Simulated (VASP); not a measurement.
Write the native input for VASP 6.6.1 that does the following.

| Item | Value |
| --- | --- |
| Task | single point |
| Functional | r2SCAN |
| Potentials or basis | VASP PAW PBE potentials, release 64 (K_sv, Zn, F) |
| Cutoff | 520 eV |
| k mesh | 6 × 6 × 6 |
| Occupations | gaussian, width 0.05 eV |
| Spin | no spin polarisation |
| Dipole correction | no |
| Further INCAR settings | ALGO = Normal; EDIFF = 1e-07; NBANDS = 29 |

Crystal: KZnF3.

```
K Zn F
1.0
     4.27545    0.00000    0.00000
     0.00000    4.27545    0.00000
     0.00000    0.00000    3.63413
K Zn F
1 1 3
Direct
  0.00000 0.00000 0.00000
  0.50000 0.50000 0.50000
  0.50000 0.50000 0.00000
  0.00000 0.50000 0.50000
  0.50000 0.00000 0.50000
```

This cell differs from its parent crystal: ratio of the length along z to the lengths across it x 0.85, volume and fractional coordinates fixed.

The input as run:

POSCAR

```
KZnF3
1.0
    4.2754521275      0.0000000000      0.0000000000
    0.0000000000      4.2754521275      0.0000000000
    0.0000000000      0.0000000000      3.6341343084
K Zn F
1 1 3
Direct
    0.0000000000      0.0000000000      0.0000000000
    0.5000000000      0.5000000000      0.5000000000
    0.5000000000      0.5000000000      0.0000000000
    0.0000000000      0.5000000000      0.5000000000
    0.5000000000      0.0000000000      0.5000000000
```

INCAR.step1

```
SYSTEM = KZnF3
ALGO     = Normal         ! electronic algorithm
EDIFF    = 1E-4           ! SCF threshold, eV
ENCUT    = 520            ! plane-wave cutoff, eV
GGA      = PE             ! functional
ISMEAR   = 0              ! smearing method
LASPH    = .True.         ! aspherical terms in the spheres
LCHARG   = .False.        ! write CHGCAR
LREAL    = .False.        ! projectors in reciprocal space
LWAVE    = .True.         ! write WAVECAR
NBANDS   = 29             ! bands
NELM     = 100            ! most SCF steps
PREC     = Accurate       ! precision mode
SIGMA    = 0.05           ! smearing width, eV
```

INCAR.step2

```
SYSTEM = KZnF3
ALGO     = Normal         ! electronic algorithm
EDIFF    = 1E-7           ! SCF threshold, eV
ENCUT    = 520            ! plane-wave cutoff, eV
ISIF     = 2              ! what is computed and relaxed
ISMEAR   = 0              ! smearing method
ISTART   = 1            
LASPH    = .True.         ! aspherical terms in the spheres
LCHARG   = .False.        ! write CHGCAR
LMIXTAU  = .True.       
LREAL    = .False.        ! projectors in reciprocal space
LWAVE    = .False.        ! write WAVECAR
METAGGA  = R2SCAN         ! meta-GGA
NBANDS   = 29             ! bands
NELM     = 100            ! most SCF steps
PREC     = Accurate       ! precision mode
SIGMA    = 0.05           ! smearing width, eV
```

KPOINTS

```
k-points
0
Gamma
  6 6 6
  0 0 0
```

Potentials or basis: VASP PAW PBE potentials, release 64 (K_sv, Zn, F).

Command:

```sh
$ cat potpaw_PBE.64/K_sv/POTCAR potpaw_PBE.64/Zn/POTCAR potpaw_PBE.64/F/POTCAR > POTCAR
$ cp INCAR.step1 INCAR
$ mpirun -np 1 vasp_std > vasp.out
$ cp INCAR.step2 INCAR
$ mpirun -np 1 vasp_std > vasp.out
```

Results of the run:

The pressure is 3.6 GPa and the band gap on the k mesh is 4.25 eV (least direct gap 6.48 eV).

Caveat: the stress differs along the axes, from -3 to 17 GPa; the PAW data sets were made with another functional, which shifts forces and pressure a little.

Wall time 3.9 min on 1 thread of Intel(R) Xeon(R) Platinum 8488C (Sapphire Rapids), with other jobs on the host, peak memory 0.22 GiB.
